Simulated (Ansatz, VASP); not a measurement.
**One calculation of MgO, two programs**

Contents of INCAR:

```
PREC     = Accurate       # precision mode
ENCUT    = 600            # plane-wave cutoff, eV
EDIFF    = 1E-6           # SCF threshold, eV
ISMEAR   = 0              # smearing method
SIGMA    = 0.01           # smearing width, eV
LREAL    = F              # projectors in reciprocal space
LASPH    = T              # aspherical terms in the spheres
NELM     = 120            # most SCF steps
ALGO     = Normal         # electronic algorithm
ISIF     = 2              # what is computed and relaxed
LWAVE    = F              # write WAVECAR
LCHARG   = F              # write CHGCAR
GGA      = PS             # functional
NBANDS   = 11             # bands
GGA_COMPAT= F
```

Contents of KPOINTS:

```
Automatic mesh
0
Gamma
  12 12 12
```

The input POSCAR:

```
MgO
1.0
    2.1677882425      0.0000000000      0.0000000000
    0.0000000000      2.1677882425      0.0000000000
    0.0000000000      0.0000000000      2.1677882425
Mg O
1 1
Direct
    0.0000000000      0.0000000000      0.0000000000
    0.5000000000      0.5000000000      0.5000000000
```

Input for Ansatz:

```yaml
crystal:
  lattice:
    - [2.1677882425, 0.0, 0.0]
    - [0.0, 2.1677882425, 0.0]
    - [0.0, 0.0, 2.1677882425]
  atoms:
    - { symbol: Mg, position: [0.0, 0.0, 0.0] }
    - { symbol: O, position: [0.5, 0.5, 0.5] }
scf:
  occupations: { method: fixed }
output:
  forces: true
  stress: true
  eigenvalues: true
hamiltonian:
  xc: pbesol
basis:
  ecutwfc: 700
kpoints:
  mp_grid: { grid: [12, 12, 12] }
```

Alike in both runs: task single point; functional PBEsol; k mesh 12 × 12 × 12; no spin polarisation.

|  | VASP | Ansatz |
| --- | --- | --- |
| version | VASP 6.6.1 | Ansatz 0.2.0 |
| potentials or method | VASP PAW PBE potentials, release 64 (Mg, O), cutoff 600 eV | scalar-relativistic, plane waves, PAW |
| occupations | gaussian, width 0.01 eV | fixed |
| valence electrons in the cell | 8 | 16 |

VASP gave:

| Property | Result |
| --- | --- |
| gap on the k mesh at the Fermi level (eV) | 6.90 |
| least direct gap on the mesh (eV) | 6.90 |

What did Ansatz give for the same quantities?

gap on the k mesh at the Fermi level (eV): 6.87; least direct gap on the mesh (eV): 6.87.

VASP's potentials were made for PBE, not for PBEsol. VASP's potentials hold 8 valence electrons a cell and Ansatz's 16, so a difference there can come from the potentials and not from the codes.
